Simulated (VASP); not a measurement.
A run of VASP 6.6.1:

INCAR

```
SYSTEM = AlGa3N4
ALGO = Normal ; EDIFF = 1E-7
ENCUT = 520 ; GGA = CA
ISIF = 2 ; ISMEAR = 0
LASPH = .TRUE. ; LCHARG = .FALSE.
LREAL = .FALSE. ; LWAVE = .FALSE.
NBANDS = 41 ; NELM = 60
PREC = Accurate ; SIGMA = 0.05
```

KPOINTS

```
k-points
0
G
  6 6 6
  0 0 0
```

Contents of POSCAR:

```
AlGa3N4
1.0
    4.4710196873      0.1549363258      0.1549363258
    0.1549363258      4.4710196873      0.1549363258
    0.1549363258      0.1549363258      4.4710196873
Al Ga N
1 3 4
Direct
    0.0000000000      0.0000000000      0.0000000000
    0.5000000000      0.5000000000      0.0000000000
    0.5000000000      0.0000000000      0.5000000000
    0.0000000000      0.5000000000      0.5000000000
    0.7548078379      0.7548078379      0.2451921621
    0.7548078379      0.2451921621      0.7548078379
    0.2451921621      0.7548078379      0.7548078379
    0.2451921621      0.2451921621      0.2451921621
```

Potentials or basis: VASP PAW LDA potentials, release 64 (Al, Ga_d, N).

Launch:

```bash
$ cat potpaw_LDA.64/Al/POTCAR potpaw_LDA.64/Ga_d/POTCAR potpaw_LDA.64/N/POTCAR > POTCAR
$ mpirun -np 1 vasp_std > vasp.out
```

Hardware: 1 thread of Intel Xeon 8259CL, on a shared host.

Question: Estimate the wall time of this run.

Answer: It took 4 min on 1 thread of Intel Xeon 8259CL (shared host), peak memory 0.23 GiB. Counts: scf iterations 15, k points 32.
